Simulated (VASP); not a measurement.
# NiO (P6_3/mmc) in VASP: a series of runs

Runs on NiO. Level: PBE. Tasks: relaxation of shape and atoms at fixed volume.

Program: VASP 6.6.1. These are calculated values, not measurements. Logs are shortened: lines on timing, memory, paths and dates and some standing lists are left out, and cuts for length are marked.

## (1) The cell of the first run

Symmetry: P6_3/mmc, No. 194, hexagonal system. Conventional cell: a = 2.955 Å, b = 2.955 Å, c = 5.108 Å, α = 90.00°, β = 90.00°, γ = 120.00°. Within 2.8 Å of Ni (site symmetry -3m) lie 6 O at 2.13 Å and 2 Ni at 2.55 Å. O (site symmetry -6m2) has 6 Ni at 2.13 Å within 2.8 Å.

## (2) Relaxation of shape and atoms at fixed volume, PBE, collinear spin, antiferromagnetic start (9.66 Å³/atom)

File INCAR:

```
SYSTEM = NiO
ALGO     = Normal         ! electronic algorithm
EDIFF    = 1E-6           ! SCF threshold, eV
EDIFFG   = -0.01          ! ionic threshold
ENCUT    = 600            ! plane-wave cutoff, eV
GGA      = PE             ! functional
IBRION   = 2              ! ionic algorithm
ISIF     = 4              ! what is computed and relaxed
ISMEAR   = 0              ! smearing method
ISPIN    = 2              ! spin polarisation
LASPH    = .True.         ! aspherical terms in the spheres
LCHARG   = .False.        ! write CHGCAR
LMAXMIX  = 4              ! l up to which the mixer works
LORBIT   = 11             ! projections on sites
LREAL    = .False.        ! projectors in reciprocal space
LWAVE    = .False.        ! write WAVECAR
MAGMOM   = 1.48 -1.48 0 0 ! initial moments
NELM     = 150            ! most SCF steps
NSW      = 60             ! ionic steps
PREC     = Accurate       ! precision mode
SIGMA    = 0.05           ! smearing width, eV
```

File KPOINTS:

```
k-points
0
Gamma
  12 12 8
  0 0 0
```

File POSCAR:

```
NiO
1.0
    2.9553536855      0.0000000000      0.0000000000
   -1.4776768428      2.5594113688      0.0000000000
    0.0000000000      0.0000000000      5.1081552205
Ni O
2 2
Direct
    0.0000000000      0.0000000000      0.0000000000
    0.0000000000      0.0000000000      0.5000000000
    0.3333333333      0.6666666667      0.2500000969
    0.6666666667      0.3333333333      0.7499999031
```

Potentials or basis: VASP PAW PBE potentials, release 64 (Ni, O).

Run with:

```sh
> cat potpaw_PBE.64/Ni/POTCAR potpaw_PBE.64/O/POTCAR > POTCAR
> mpirun -np 1 vasp_std > vasp.out
```

OUTCAR:

```text
SYSTEM = NiO
   EDIFF = 1E-6
   EDIFFG = -0.01
   ENCUT = 600
   GGA = PE
   IBRION = 2
   ISIF = 4
   ISMEAR = 0
   ISPIN = 2
   LASPH = .True.
   LORBIT = 11
   LREAL = .False.
   NELM = 150
   NSW = 60
   PREC = Accurate

 ion  position               nearest neighbor table
   1  0.000  0.000  0.000-   3 2.13   4 2.13   4 2.13   3 2.13   4 2.13   3 2.13   2 2.55   2 2.55

   2  0.000  0.000  0.500-   3 2.13   4 2.13   4 2.13   3 2.13   4 2.13   3 2.13   1 2.55   1 2.55

   3  0.333  0.667  0.250-   2 2.13   2 2.13   2 2.13   1 2.13   1 2.13   1 2.13
   4  0.667  0.333  0.750-   2 2.13   2 2.13   2 2.13   1 2.13   1 2.13   1 2.13

  LATTYP: Found a hexagonal cell.
 ALAT       =     2.9553536855
 C/A-ratio  =     1.7284412507

  Lattice vectors:

 A1 = (   2.9553536855,   0.0000000000,   0.0000000000)
 A2 = (  -1.4776768428,   2.5594113688,   0.0000000000)
 A3 = (   0.0000000000,   0.0000000000,   5.1081552205)

Analysis of symmetry for initial positions (statically):
=====================================================================
 Subroutine PRICEL returns:
 Original cell was already a primitive cell.

 Routine SETGRP: Setting up the symmetry group for a
 hexagonal supercell.

 Subroutine GETGRP returns: Found 24 space group operations
 (whereof 12 operations were pure point group operations)
 out of a pool of 24 trial point group operations.

The static configuration has the point symmetry D_3d.
 The point group associated with its full space group is D_6h.

Analysis of symmetry for dynamics (positions and initial velocities):
=====================================================================
 Subroutine PRICEL returns:
 Original cell was already a primitive cell.

 Routine SETGRP: Setting up the symmetry group for a
 hexagonal supercell.

 Subroutine GETGRP returns: Found 24 space group operations
 (whereof 12 operations were pure point group operations)
 out of a pool of 24 trial point group operations.

The dynamic configuration has the point symmetry D_3d.
 The point group associated with its full space group is D_6h.

Analysis of structural, dynamic, and magnetic symmetry:
=====================================================================
 Subroutine PRICEL returns:
 Original cell was already a primitive cell.

 Routine SETGRP: Setting up the symmetry group for a
 hexagonal supercell.
[... 125 lines left out ...]
   ISMEAR =     0;   SIGMA  =   0.05  broadening in eV -4-tet -1-fermi 0-gaus
   EFERMI_NEDOS =   21; number of points for ismear=-14 and -15
   IALGO  =     38    algorithm
   IMIX   =      4    mixing-type and parameters
     AMIX     =   0.40;   BMIX     =  1.00
     AMIX_MAG =   1.60;   BMIX_MAG =  1.00
  volume/ion in A,a.u.               =       9.66        65.19
  Fermi-wavevector in a.u.,A,eV,Ry     =   1.537400  2.905265 32.158723  2.363599
  Thomas-Fermi vector in A             =   2.643914
   LORBIT       =     11    0 simple, 1 ext, 2 COOP (PROOUT), +10 PAW based schemes
   GGA     = PE    functional components
   LHFCALC =     F    Hartree Fock is set to
   AEXX    =    0.0000 exact exchange contribution
   IVDW    =     0    specifies the selected vdW correction
   LEPSILON=     F    determine dielectric tensor
   LRPA    =     F    only Hartree local field effects (RPA)
 conjugate gradient relaxation of ions
 spin polarized calculation
 Gauss-broadening in eV      SIGMA  =   0.05
  energy-cutoff  :      600.00
  volume of cell :       38.64
 maximum number of plane-waves:      1308
 NGX is ok and might be reduce to    24
   NGX = 11   NGY = 11   NGZ = 21

--------------------------------------- Ionic step        1  -------------------------------------------

 number of electron      32.0000000 magnetization       0.0000000

 number of electron      32.0000019 magnetization      -0.0000000

 Free energy of the ion-electron system (eV)
  ---------------------------------------------------
  ext. energy  EPLUGINS =         0.00000000
  ---------------------------------------------------
  free energy    TOTEN  =       -23.30451407 eV

  energy without entropy =      -23.30451407  energy(sigma->0) =      -23.30451407

------------------------ aborting loop because EDIFF is reached ----------------------------------------

  FORCE on cell =-STRESS in cart. coord.  units (eV):
  Direction    XX          YY          ZZ          XY          YZ          ZX
  --------------------------------------------------------------------------------------
  -------------------------------------------------------------------------------------
  Total       -1.6667958     -1.6667958     -1.8434484      0.0000000     -0.0000000      0.0000000
  in kB      -69.1161196    -69.1161196    -76.4412773      0.0000000     -0.0000000      0.0000000
  external PRESSURE =     -71.5578389 kB  Pullay stress =       0.0000000 kB
[... 63 lines left out ...]
--------------------------------------- Ionic step        3  -------------------------------------------

 number of electron      32.0000024 magnetization      -0.0000000

 Free energy of the ion-electron system (eV)
  ---------------------------------------------------
  ext. energy  EPLUGINS =         0.00000000
  ---------------------------------------------------
  free energy    TOTEN  =       -23.30472481 eV

  energy without entropy =      -23.30472481  energy(sigma->0) =      -23.30472481

 E-fermi :   6.8228     XC(G=0): -12.3063

 val. band max:        6.6060571684   @ k =   0.0000   0.0000   0.0000
 cond. band min:       7.3262494164   @ k =   0.2500   0.0000   0.3750
 fundamental gap:      0.7201922480
 Fermi energy:         6.8227685596

 spin component 1

 k-point     1 :       0.0000    0.0000    0.0000
  band No.  band energies     occupation
      1     -12.6690      1.00000
      2     -11.5645      1.00000
      3      -0.5943      1.00000
      4       2.0517      1.00000
      5       2.0517      1.00000
      6       3.8528      1.00000
[... 541 lines left out ...]
     19      12.2247      0.00000
     20      14.8837      0.00000

 [... further k-points ...]

 spin component 2

 k-point     1 :       0.0000    0.0000    0.0000
  band No.  band energies     occupation
      1     -12.6690      1.00000
      2     -11.5645      1.00000
      3      -0.5943      1.00000
      4       2.0517      1.00000
      5       2.0517      1.00000
      6       3.8528      1.00000
[... 574 lines left out ...]
  FREE ENERGIE OF THE ION-ELECTRON SYSTEM (eV)
  ---------------------------------------------------
  free  energy   TOTEN  =       -23.3047248134 eV

  energy  without entropy=      -23.3047248134  energy(sigma->0) =      -23.30472481

 reached required accuracy - stopping structural energy minimisation

 total charge

# of ion       s       p       d       tot
------------------------------------------
    1        0.323   0.383   8.242   8.948
    2        0.323   0.383   8.242   8.948
    3        1.561   3.368   0.000   4.929
    4        1.561   3.368   0.000   4.929
--------------------------------------------------
tot          3.767   7.503  16.484  27.754

 magnetization (x)

# of ion       s       p       d       tot
------------------------------------------
    1       -0.005  -0.009   1.348   1.334
    2        0.005   0.009  -1.348  -1.334
    3        0.000   0.000   0.000   0.000
    4        0.000   0.000   0.000   0.000
--------------------------------------------------
tot          0.000   0.000   0.000   0.000
```

CONTCAR:

```text
NiO
   1.00000000000000
     2.9594698292748998    0.0000000000022730    0.0000000000000000
    -1.4797349146855510    2.5629760538744044    0.0000000000000000
     0.0000000000000000   -0.0000000000000000    5.0939558667555458
  Ni              O
     2     2
Direct
     0.0000000000000000    0.0000000000000000    0.0000000000000000
     0.0000000000000000    0.0000000000000000    0.5000000000000000
     0.3333333332999970    0.6666666667000030    0.2500000969000027
     0.6666666667000030    0.3333333332999970    0.7499999030999973

  0.00000000E+00  0.00000000E+00  0.00000000E+00
  0.00000000E+00  0.00000000E+00  0.00000000E+00
  0.00000000E+00  0.00000000E+00  0.00000000E+00
  0.00000000E+00  0.00000000E+00  0.00000000E+00
```

Run time: 10 min. Hardware: 1 thread of Oxide Virtual Turin-like, shared host; peak memory 0.24 GiB.

What came out:

```yaml
Free_energy: -23.3047 eV
Energy_gained_by_relaxing: 0.1 meV/atom
Ionic_steps: 3
Pressure_after_relaxing: -7.1 GPa
Band_gap_on_the_k_mesh: 0.72 eV (least direct gap 0.84 eV)
Net_moment: 0.00 μB per cell
Site_moments: Ni +1.33, -1.33; O +0.00 μB
Valence_electrons_inside_the_program's_atomic_spheres: Ni 8.95; O 4.93
```

Step by step:
| step | energy change (eV) | largest force (eV/Å) | pressure (GPa) | volume (Å³) |
| --- | --- | --- | --- | --- |
| 1 | 0.0000 | 0.0000 | -7.16 | 38.64 |
| 2 | -0.0002 | 0.0000 | -7.09 | 38.64 |
| 3 | -0.0002 | 0.0000 | -7.05 | 38.64 |

Final structure:
```xyz
4
Lattice="2.9595 0.0000 0.0000 -1.4797 2.5630 0.0000 0.0000 0.0000 5.0940" Properties=species:S:1:pos:R:3 pbc="T T T"
Ni    0.0000    0.0000    0.0000
Ni    0.0000    0.0000    2.5470
O     0.0000    1.7087    1.2735
O     1.4797    0.8543    3.8205
```

## (3) Relaxation of shape and atoms at fixed volume, PBE, collinear spin, antiferromagnetic start (9.94 Å³/atom)

This run uses another cell than the first one, of 9.94 Å³/atom.

File INCAR:

```
PREC = Accurate ; ENCUT = 600
EDIFF = 1E-7 ; ISMEAR = 0
SIGMA = 0.05 ; LREAL = F
LASPH = T ; NELM = 150
ALGO = Normal ; ISIF = 4
LWAVE = F ; LCHARG = F
ISPIN = 2 ; MAGMOM = 1.49 -1.49 0 0
LORBIT = 11 ; LMAXMIX = 4
GGA = PE ; IBRION = 2
NSW = 60 ; EDIFFG = -0.01
```

File KPOINTS:

```
regular mesh
0
Gamma
  12 12 8
```

File POSCAR:

```
NiO
1.0
    2.9869911747      0.0000000000      0.0000000000
   -1.4934955874      2.5868102382      0.0000000000
    0.0000000000      0.0000000000      5.1447653449
Ni O
2 2
Direct
    0.0000000000      0.0000000000      0.0000000000
    0.0000000000      0.0000000000      0.5000000000
    0.3333333333      0.6666666667      0.2499999537
    0.6666666667      0.3333333333      0.7500000463
```

Potentials or basis: VASP PAW PBE potentials, release 64 (Ni, O).

Run with:

```sh
> cat potpaw_PBE.64/Ni/POTCAR potpaw_PBE.64/O/POTCAR > POTCAR
> mpirun -np 1 vasp_std > vasp.out
```

Wall time 8.1 min (1 thread of Oxide Virtual Turin-like, shared host); peak memory 0.24 GiB.

The run converged. Its results:

* Free energy: -23.2427 eV
* Energy gained by relaxing: 0.1 meV/atom
* Ionic steps: 3
* Pressure after relaxing: -11.3 GPa
* Band gap on the k mesh: 0.71 eV (least direct gap 0.83 eV)
* Net moment: 0.00 μB per cell
* Site moments: Ni +1.35, -1.35; O +0.00 μB
* Valence electrons inside the program's atomic spheres: Ni 8.90; O 4.92

Step by step:
| step | energy change (eV) | largest force (eV/Å) | pressure (GPa) | volume (Å³) |
| --- | --- | --- | --- | --- |
| 1 | 0.0000 | 0.0000 | -11.41 | 39.75 |
| 2 | -0.0003 | 0.0000 | -11.36 | 39.75 |
| 3 | -0.0004 | 0.0000 | -11.31 | 39.75 |

Final structure:
```
Ni O
1.0
     2.99173    0.00000    0.00000
    -1.49587    2.59092    0.00000
     0.00000    0.00000    5.12847
Ni O
2 2
Direct
  0.00000 0.00000 0.00000
  0.00000 0.00000 0.50000
  0.33333 0.66667 0.25000
  0.66667 0.33333 0.75000
```

Levels at points of the mesh, in eV from the valence-band top:
Spin up:
| k point | band 13 | band 14 | band 15 | band 16 | band 17 | band 18 | band 19 | band 20 |
| --- | --- | --- | --- | --- | --- | --- | --- | --- |
| (0.00, 0.00, 0.00) | -1.53 | -0.61 | -0.61 | 0.00 | 1.61 | 1.61 | 1.63 | 6.20 |
| (0.50, 0.00, 0.00) | -1.00 | -0.49 | -0.32 | -0.15 | 1.66 | 1.69 | 6.63 | 8.24 |
| (0.00, 0.00, 0.50) | -0.87 | -0.87 | -0.25 | -0.25 | 1.30 | 1.30 | 4.26 | 4.40 |
| (0.50, 0.00, 0.50) | -0.48 | -0.44 | -0.35 | -0.26 | 1.28 | 1.40 | 6.33 | 6.51 |
Spin down:
| k point | band 14 | band 15 | band 16 | band 17 | band 18 | band 19 |
| --- | --- | --- | --- | --- | --- | --- |
| (0.00, 0.00, 0.00) | -0.61 | -0.61 | 0.00 | 1.61 | 1.61 | 1.63 |
| (0.50, 0.00, 0.00) | -0.49 | -0.32 | -0.15 | 1.66 | 1.69 | 6.63 |
| (0.00, 0.00, 0.50) | -0.87 | -0.25 | -0.25 | 1.30 | 1.30 | 4.26 |
| (0.50, 0.00, 0.50) | -0.44 | -0.35 | -0.26 | 1.28 | 1.40 | 6.33 |

A k mesh can miss the band edges.
